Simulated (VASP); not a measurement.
# Si16O31 (a cell with a defect) in VASP: single point with PBEsol

Aim: the single point of Si16O31 (a cell with a defect) with PBEsol.

Everything below comes from runs of VASP 6.6.1. Logs are shortened: lines on timing, memory, paths and dates and some standing lists are left out, and cuts for length are marked.

### 1 The cell of the first run

The cell holds a defect, 47 atoms: a = 9.862 Å, b = 8.180 Å, c = 10.010 Å, α = 90.00°, β = 118.37°, γ = 90.00°.

### 2 Single point, PBEsol, collinear spin

Input file INCAR:

```
SYSTEM = Si16O31
  PREC = Accurate
  ENCUT = 520
  EDIFF = 1E-6
  ISMEAR = 0
  SIGMA = 0.05
  LREAL = Auto
  LASPH = .True.
  NELM = 200
  ALGO = Normal
  ISIF = 2
  LWAVE = .False.
  LCHARG = .False.
  ISPIN = 2
  MAGMOM = 0 0 0 0 0 0 0 0 0 0 0 0 0 0 0 0 0 0 0 0 1 0 0 0 0 0 0 0 0 0 0 0 0 0 0 0 0 0 0 0 0 0 0 0 0 0 0
  LORBIT = 11
  GGA = PS
  NELECT = 251.0
  NBANDS = 158
  GGA_COMPAT = .False.
```

Input file KPOINTS:

```
Automatic mesh
0
Gamma
  1 2 1
  0 0 0
```

Input file POSCAR:

```
Si16O31
1.0
    9.8615670000      0.0000000000      0.0000000000
    0.0000000000      8.1797140000      0.0000000000
   -4.7560990000      0.0000000000      8.8080630000
Si O
16 31
Direct
    0.2896079227      0.9307816393      0.1581631697
    0.3540561673      0.5468591012      0.1883980086
    0.2284491136      0.4493741734      0.3295268349
    0.1324474260      0.0784502597      0.3249856563
    0.2881298586      0.9459353082      0.6539274655
    0.3807217114      0.5754374509      0.6680556660
    0.2054284520      0.4340612743      0.8451842597
    0.1214542327      0.0567006829      0.8233303609
    0.8028333779      0.9489809751      0.1767828801
    0.8824227666      0.5730356951      0.1646755568
    0.7039897491      0.4393305534      0.3323480386
    0.6297597585      0.0567842498      0.3409209001
    0.7823194310      0.9378521120      0.6693486858
    0.8694595841      0.5595660210      0.6628952025
    0.7109977919      0.4459454678      0.8376237323
    0.6243767650      0.0723897084      0.8513634497
    0.2168117403      0.9403787454      0.2734725211
    0.3172579986      0.7386361166      0.1423680450
    0.0628000057      0.5373726347      0.2806515308
    0.3381415072      0.4773606407      0.5115841187
    0.1983491198      0.2530601692      0.3040580186
    0.4493190854      0.0329356682      0.2177337006
    0.1654617780      0.0078627834     -0.0036839920
    0.2100383474      0.9320041963      0.7642971519
    0.3242583879      0.7621668091      0.6200470936
    0.0519641479      0.5472634085      0.7814413112
    0.3000362108      0.4483746705      1.0291587010
    0.3050688426      0.4918206273      0.7636575971
    0.1668756574      0.2425424381      0.8068792427
    0.4432366093      0.0547545040      0.7333088393
    0.1705528844      0.0393462213      0.4982414051
    0.7425649564      0.9427117769      0.3025931156
    0.8596161013      0.7681905385      0.1631172509
    0.5412171169      0.5296071211      0.2896001051
    0.8379163286      0.5053486348      0.4947139040
    0.7646758542      0.4789720125      0.2103898058
    0.6787436779      0.2449019452      0.3381687573
    0.9456470544      0.0762680622      0.2212223986
    0.6581777795      0.0067523292      0.0175180179
    0.7263171473      0.9645283332      0.7959010033
    0.8126245348      0.7451006804      0.6606687555
    0.5661753300      0.5718993918      0.7768257350
    0.8486443040      0.5138184250      0.9968509792
    0.7740453179      0.4352336259      0.7145992919
    0.6631873378      0.2649692424      0.8626653392
    0.9373920914      0.0426806277      0.7155300752
    0.6495693369      0.0040507474      0.5058843130
```

Potentials or basis: VASP PAW PBE potentials, release 64 (Si, O).

Launch:

```console
$ cat potpaw_PBE.64/Si/POTCAR potpaw_PBE.64/O/POTCAR > POTCAR
$ mpirun -np 1 vasp_std > vasp.out
```

OUTCAR:

```text
SYSTEM = Si16O31
   PREC = Accurate
   ENCUT = 520
   EDIFF = 1E-6
   ISMEAR = 0
   LREAL = Auto
   LASPH = .True.
   NELM = 200
   ISIF = 2
   ISPIN = 2
   LORBIT = 11
   GGA = PS
   NELECT = 251.0

 ion  position               nearest neighbor table
   1  0.290  0.931  0.158-  18 1.62  23 1.62  17 1.63  22 1.63   4 3.02   8 3.12  12 3.14
   2  0.354  0.547  0.188-  18 1.63  27 1.63  34 1.64   3 2.41
   3  0.228  0.449  0.330-  21 1.63  19 1.63  20 1.63   2 2.41
   4  0.132  0.078  0.325-  31 1.62  21 1.62  17 1.63  38 1.63   1 3.02   9 3.05   5 3.09
   5  0.288  0.946  0.654-  30 1.62  25 1.62  24 1.62  31 1.62   8 3.01   4 3.09  16 3.12
   6  0.381  0.575  0.668-  28 1.62  25 1.62  42 1.62  20 1.63  15 3.06
   7  0.205  0.434  0.845-  29 1.61  28 1.62  26 1.62  27 1.63  14 3.10
   8  0.121  0.057  0.823-  29 1.62  46 1.62  23 1.62  24 1.63   5 3.01  13 3.10   1 3.12
   9  0.803  0.949  0.177-  33 1.61  39 1.62  32 1.63  38 1.63  12 3.01  16 3.05   4 3.05
  10  0.882  0.573  0.165-  33 1.61  19 1.62  43 1.62  36 1.63  15 3.07
  11  0.704  0.439  0.332-  37 1.62  35 1.62  36 1.63  34 1.63  14 3.07
  12  0.630  0.057  0.341-  37 1.62  22 1.62  47 1.63  32 1.63   9 3.01  13 3.05   1 3.14
  13  0.782  0.938  0.669-  41 1.61  46 1.62  40 1.62  47 1.63  12 3.05   8 3.10  16 3.11
  14  0.869  0.560  0.663-  41 1.61  26 1.62  35 1.62  44 1.63  15 2.99  11 3.07   7 3.10
  15  0.711  0.446  0.838-  45 1.61  43 1.62  44 1.62  42 1.63  14 2.99   6 3.06  10 3.07
  16  0.624  0.072  0.851-  45 1.61  30 1.61  40 1.62  39 1.62   9 3.05  13 3.11   5 3.12
  17  0.217  0.940  0.273-   4 1.63   1 1.63
  18  0.317  0.739  0.142-   1 1.62   2 1.63
  19  0.063  0.537  0.281-  10 1.62   3 1.63
  20  0.338  0.477  0.512-   6 1.63   3 1.63
[... 25 lines left out ...]
  46  0.937  0.043  0.716-   8 1.62  13 1.62
  47  0.650  0.004  0.506-  12 1.63  13 1.63

  LATTYP: Found a simple monoclinic cell.
 ALAT       =     9.8615670000
 B/A-ratio  =     0.8294537775
 C/A-ratio  =     1.0150635753
 COS(beta)  =    -0.4751291901

  Lattice vectors:

 A1 = (   9.8615670000,   0.0000000000,   0.0000000000)
 A2 = (   0.0000000000,   8.1797140000,   0.0000000000)
 A3 = (  -4.7560990000,   0.0000000000,   8.8080630000)

Analysis of symmetry for initial positions (statically):
=====================================================================
 Subroutine PRICEL returns:
 Original cell was already a primitive cell.

 Routine SETGRP: Setting up the symmetry group for a
 simple monoclinic supercell.

 Subroutine GETGRP returns: Found  1 space group operations
 (whereof  1 operations were pure point group operations)
 out of a pool of  4 trial point group operations.

The static configuration has the point symmetry C_1 .

Analysis of symmetry for dynamics (positions and initial velocities):
=====================================================================
 Subroutine PRICEL returns:
 Original cell was already a primitive cell.

 Routine SETGRP: Setting up the symmetry group for a
 simple monoclinic supercell.

 Subroutine GETGRP returns: Found  1 space group operations
 (whereof  1 operations were pure point group operations)
 out of a pool of  4 trial point group operations.

The dynamic configuration has the point symmetry C_1 .

Analysis of structural, dynamic, and magnetic symmetry:
=====================================================================
 Subroutine PRICEL returns:
 Original cell was already a primitive cell.

 Routine SETGRP: Setting up the symmetry group for a
 simple monoclinic supercell.

 Subroutine GETGRP returns: Found  1 space group operations
 (whereof  1 operations were pure point group operations)
 out of a pool of  4 trial point group operations.

The overall configuration has the point symmetry C_1 .

 Subroutine INISYM returns: Found  1 space group operations
 (whereof  1 operations are pure point group operations),
 and found     1 'primitive' translations

----------------------------------------------------------------------------------------

                                     Primitive cell

  volume of cell :     710.5006

  direct lattice vectors                    reciprocal lattice vectors
     9.861567000  0.000000000  0.000000000     0.101403763  0.000000000  0.054755096
     0.000000000  8.179714000  0.000000000     0.000000000  0.122253663  0.000000000
[... 142 lines left out ...]
 SYSTEM =  Si16O31
   PREC   = accura    normal or accurate (medium, high low for compatibility)
   ISTART =      0    job   : 0-new  1-cont  2-samecut
   ICHARG =      2    charge: 1-file 2-atom 10-const
   ISPIN  =      2    spin polarized calculation?
   LNONCOLLINEAR =      F non collinear calculations
   LSORBIT =      F    spin-orbit coupling
   LASPH  =      T    aspherical Exc in radial PAW
   ENCUT  =  520.0 eV  38.22 Ry    6.18 a.u.  18.34 15.21 18.61*2*pi/ulx,y,z
   NELM   =    200;   NELMIN=  2; NELMDL= -5     # of ELM steps
   EDIFF  = 0.1E-05   stopping-criterion for ELM
   LREAL  =      T    real-space projection
   EDIFFG = 0.1E-04   stopping-criterion for IOM
   NSW    =      0    number of steps for IOM
   IBRION =     -1    ionic relax: 0-MD 1-quasi-New 2-CG
   NFREE  =      0    steps in history (QN), initial steepest desc. (CG)
   ISIF   =      2    stress and relaxation
   ISYM   =      2    0-nonsym 1-usesym 2-fastsym
   POTIM  = 0.5000    time-step for ionic-motion
   TEBEG  =    0.0;   TEEND  =   0.0 temperature during run
   PSTRESS=    0.0 pullay stress
   NELECT =     251.0000    total number of electrons
   NUPDOWN=      -1.0000    fix difference up-down
   EMIN   =  10.00;   EMAX   =-10.00  energy-range for DOS
   EFERMI =   0.00;   METHOD = LEGACY
   ISMEAR =     0;   SIGMA  =   0.05  broadening in eV -4-tet -1-fermi 0-gaus
   EFERMI_NEDOS =   21; number of points for ismear=-14 and -15
   IALGO  =     38    algorithm
   IMIX   =      4    mixing-type and parameters
     AMIX     =   0.40;   BMIX     =  1.00
     AMIX_MAG =   1.60;   BMIX_MAG =  1.00
  volume/ion in A,a.u.               =      15.12       102.01
  Fermi-wavevector in a.u.,A,eV,Ry     =   1.157296  2.186973 18.222757  1.339335
  Thomas-Fermi vector in A             =   2.293909
   LORBIT       =     11    0 simple, 1 ext, 2 COOP (PROOUT), +10 PAW based schemes
   GGA     = PS    functional components
   LHFCALC =     F    Hartree Fock is set to
   AEXX    =    0.0000 exact exchange contribution
   IVDW    =     0    specifies the selected vdW correction
   LEPSILON=     F    determine dielectric tensor
   LRPA    =     F    only Hartree local field effects (RPA)
 spin polarized calculation
 Gauss-broadening in eV      SIGMA  =   0.05
  energy-cutoff  :      520.00
  volume of cell :      710.50
 maximum number of plane-waves:     19174
 NGX is ok and might be reduce to    80
   NGX = 37   NGY = 31   NGZ = 37

 number of electron     251.0000007 magnetization       0.0000109

 number of electron     251.0000007 magnetization      -0.0001663

 Free energy of the ion-electron system (eV)
  ---------------------------------------------------
  ext. energy  EPLUGINS =         0.00000000
  ---------------------------------------------------
  free energy    TOTEN  =      -379.04348468 eV

  energy without entropy =     -379.04348468  energy(sigma->0) =     -379.04348468

 E-fermi :   5.5749     XC(G=0):  -8.4465

 val. band max:        5.3490416184   @ k =   0.0000   0.0000   0.0000
 cond. band min:       5.8177247598   @ k =   0.0000   0.5000   0.0000
 fundamental gap:      0.4686831414
 Fermi energy:         5.5749302411

 spin component 1

 k-point     1 :       0.0000    0.0000    0.0000
  band No.  band energies     occupation
      1     -19.5025      1.00000
      2     -19.1085      1.00000
      3     -19.0873      1.00000
      4     -19.0679      1.00000
      5     -18.9696      1.00000
      6     -18.6417      1.00000
[... 269 lines left out ...]
    136       8.2550      0.00000
    137       8.2808      0.00000
 Fermi energy:         5.5749302411

 spin component 2

 k-point     1 :       0.0000    0.0000    0.0000
  band No.  band energies     occupation
      1     -19.5025      1.00000
      2     -19.1085      1.00000
      3     -19.0873      1.00000
      4     -19.0679      1.00000
      5     -18.9696      1.00000
      6     -18.6417      1.00000
[... 269 lines left out ...]
    136       8.2549      0.00000
    137       8.2808      0.00000
 [bands above 137 left out]

------------------------ aborting loop because EDIFF is reached ----------------------------------------

  FORCE on cell =-STRESS in cart. coord.  units (eV):
  Direction    XX          YY          ZZ          XY          YZ          ZX
  --------------------------------------------------------------------------------------
  -------------------------------------------------------------------------------------
  Total        7.7637246     10.6550447      8.7672870     -2.1184659      3.0221396      1.1129836
  in kB       17.5071819     24.0271023     19.7702128     -4.7771359      6.8149181      2.5097755
  external PRESSURE =      20.4348323 kB  Pullay stress =       0.0000000 kB

 VOLUME and BASIS-vectors are now :
 -----------------------------------------------------------------------------
  energy-cutoff  :      520.00
  volume of cell :      710.50
      direct lattice vectors                 reciprocal lattice vectors
     9.861567000  0.000000000  0.000000000     0.101403763  0.000000000  0.054755096
     0.000000000  8.179714000  0.000000000     0.000000000  0.122253663  0.000000000
    -4.756099000  0.000000000  8.808063000     0.000000000  0.000000000  0.113532340

 POSITION                                       TOTAL-FORCE (eV/Angst)
 -----------------------------------------------------------------------------------
      2.10375      7.61353      1.39311         0.006868     -0.008137     -0.018233
      2.59551      4.47315      1.65942        -0.047691     -0.023918      0.034083
      0.68560      3.67575      2.90249         0.069191      0.021074     -0.032345
     -0.23952      0.64170      2.86249        -0.008381      0.026788      0.001799
     -0.26873      7.73748      5.75983        -0.005847     -0.004622     -0.019789
      0.57717      4.70691      5.88428        -0.001106     -0.002680     -0.002698
[... 39 lines left out ...]
      5.84102      0.34912      6.30243         0.001461      0.007366     -0.010671
      3.99974      0.03313      4.45586        -0.024507      0.001602      0.002241
 -----------------------------------------------------------------------------------
    total drift:                                0.006455     -0.000418      0.005307

  FREE ENERGIE OF THE ION-ELECTRON SYSTEM (eV)
  ---------------------------------------------------
  free  energy   TOTEN  =      -379.0434846817 eV

  energy  without entropy=     -379.0434846817  energy(sigma->0) =     -379.04348468

 total charge

# of ion       s       p       d       tot
------------------------------------------
    1        0.648   0.993   0.000   1.641
    2        0.674   0.947   0.000   1.621
    3        0.675   0.946   0.000   1.621
    4        0.651   0.993   0.000   1.644
    5        0.652   0.999   0.000   1.651
    6        0.644   0.990   0.000   1.634
[... 39 lines left out ...]
   46        1.551   3.682   0.000   5.233
   47        1.552   3.665   0.000   5.217
--------------------------------------------------
tot         58.452 129.733   0.000 188.185

 magnetization (x)

# of ion       s       p       d       tot
------------------------------------------
    1       -0.000  -0.000   0.000  -0.000
    2       -0.000  -0.000   0.000  -0.000
    3       -0.000  -0.000   0.000  -0.000
    4       -0.000  -0.000   0.000  -0.000
    5        0.000  -0.000   0.000  -0.000
    6       -0.000  -0.000   0.000  -0.000
[... 39 lines left out ...]
   46        0.000  -0.000   0.000  -0.000
   47        0.000  -0.000   0.000   0.000
--------------------------------------------------
tot          0.000   0.000   0.000   0.000
```

It took 27 min on 1 thread of Oxide Virtual Turin-like, shared host; peak memory 1.2 GiB.

What came out:

```yaml
Free_energy: -379.0435 eV
Largest_force: 0.079 eV/Å
Net_moment: 0.00 μB per cell
Valence_electrons_inside_the_program's_atomic_spheres: Si 1.64, 1.62, 1.65, 1.63 (each value once); O 5.22, 5.23, 5.21, 5.24, 5.25 (each value once)
```

Forces on the atoms (eV/Å):
```
Si   0.007 -0.008 -0.018
Si  -0.048 -0.024  0.034
Si   0.069  0.021 -0.032
Si  -0.008  0.027  0.002
Si  -0.006 -0.005 -0.020
Si  -0.001 -0.003 -0.003
Si   0.023 -0.003  0.013
Si  -0.019  0.014  0.005
Si   0.004 -0.017 -0.007
Si   0.018  0.004  0.006
Si   0.009 -0.009 -0.010
Si  -0.011  0.024 -0.004
Si  -0.017 -0.022 -0.004
Si   0.023  0.023 -0.002
Si  -0.003 -0.015  0.015
Si  -0.015  0.018  0.005
O   -0.010 -0.026  0.012
O   -0.001 -0.002 -0.006
O    0.001 -0.004  0.013
O    0.011 -0.006  0.007
O    0.006 -0.014 -0.006
O    0.001 -0.003 -0.009
O   -0.005  0.006 -0.006
O   -0.001 -0.021  0.013
O   -0.001  0.010 -0.011
O    0.002  0.010  0.005
O   -0.001 -0.006  0.008
O    0.006  0.005 -0.003
O   -0.001 -0.008 -0.004
O    0.005  0.002 -0.009
O   -0.012  0.007  0.005
O   -0.001 -0.020  0.026
O    0.000  0.002  0.002
O   -0.005  0.013  0.008
O    0.015  0.003 -0.001
O    0.000  0.000 -0.011
O   -0.008 -0.003  0.001
O   -0.011  0.022 -0.017
O   -0.022 -0.003  0.003
O    0.002  0.001  0.014
O   -0.003  0.005 -0.001
O    0.012  0.013  0.013
O    0.020  0.004 -0.005
O    0.001 -0.024 -0.016
O   -0.003  0.004  0.003
O    0.001  0.007 -0.011
O   -0.025  0.002  0.002
```

Levels at points of the mesh, in eV from the Fermi level:
Spin up:
| k point | band 123 | band 124 | band 125 | band 126 | band 127 | band 128 |
| --- | --- | --- | --- | --- | --- | --- |
| (0.00, 0.00, 0.00) | -5.97 | -5.88 | -5.65 | -0.23 | 0.74 | 0.80 |
| (0.00, 0.50, 0.00) | -6.10 | -6.07 | -5.66 | 0.24 | 0.72 | 0.81 |
Spin down:
| k point | band 121 | band 122 | band 123 | band 124 | band 125 | band 126 | band 127 | band 128 | band 129 | band 130 |
| --- | --- | --- | --- | --- | --- | --- | --- | --- | --- | --- |
| (0.00, 0.00, 0.00) | -6.02 | -6.01 | -5.97 | -5.88 | -5.65 | -0.23 | 0.74 | 0.80 | 1.55 | 1.85 |
| (0.00, 0.50, 0.00) | -6.20 | -6.18 | -6.10 | -6.07 | -5.66 | 0.24 | 0.72 | 0.81 | 0.99 | 1.77 |

Caveat: the k points lie up to 0.72 Å⁻¹ apart; the cell carries a net charge on a neutralising background, which shifts energy and pressure; the cell is charged against a uniform background, so pressure and absolute levels hang on convention; the PAW data sets were made with another functional, which shifts forces and pressure a little.
